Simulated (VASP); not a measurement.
Set up this calculation in VASP 6.6.1, as the native input.

```yaml
Task: single point
Functional: PBE
Potentials_or_basis: VASP PAW PBE potentials, release 64 (Mo_sv)
Cutoff: 500 eV
k_mesh: 18 × 18 × 18
Occupations: gaussian, width 0.1 eV
Spin: no spin polarisation
Dipole_correction: no
Further_INCAR_settings: ALGO = Normal; EDIFF = 1e-06; NBANDS = 13
```

The structure of Mo lies in POSCAR:

```
Mo
1.0
   -1.5802450018      1.5802450018      1.5802450018
    1.5802450018     -1.5802450018      1.5802450018
    1.5802450018      1.5802450018     -1.5802450018
Mo
1
Direct
    0.0000000000      0.0000000000      0.0000000000
```

The input as run:

INCAR

```
SYSTEM = Mo
ALGO     = Normal         ! electronic algorithm
EDIFF    = 1E-6           ! SCF threshold, eV
ENCUT    = 500            ! plane-wave cutoff, eV
GGA      = PE             ! functional
GGA_COMPAT= .False.      
ISIF     = 2              ! what is computed and relaxed
ISMEAR   = 0              ! smearing method
LASPH    = .True.         ! aspherical terms in the spheres
LCHARG   = .False.        ! write CHGCAR
LREAL    = .False.        ! projectors in reciprocal space
LWAVE    = .False.        ! write WAVECAR
NBANDS   = 13             ! bands
NELM     = 120            ! most SCF steps
PREC     = Accurate       ! precision mode
SIGMA    = 0.1            ! smearing width, eV
```

KPOINTS

```
k-points
0
Gamma
  18 18 18
  0 0 0
```

Potentials or basis: VASP PAW PBE potentials, release 64 (Mo_sv).

Command:

```console
$ cat potpaw_PBE.64/Mo_sv/POTCAR > POTCAR
$ mpirun -np 1 vasp_std > vasp.out
```

It gave:

The pressure is 0.5 GPa and the band gap on the k mesh is zero (band 7 reaches 16.36 eV, above the bottom of band 8 at 11.09 eV).

Run time: 12 s on 1 thread of Intel(R) Xeon(R) Platinum 8559C (Emerald Rapids), with other jobs on the host, peak memory 0.15 GiB.
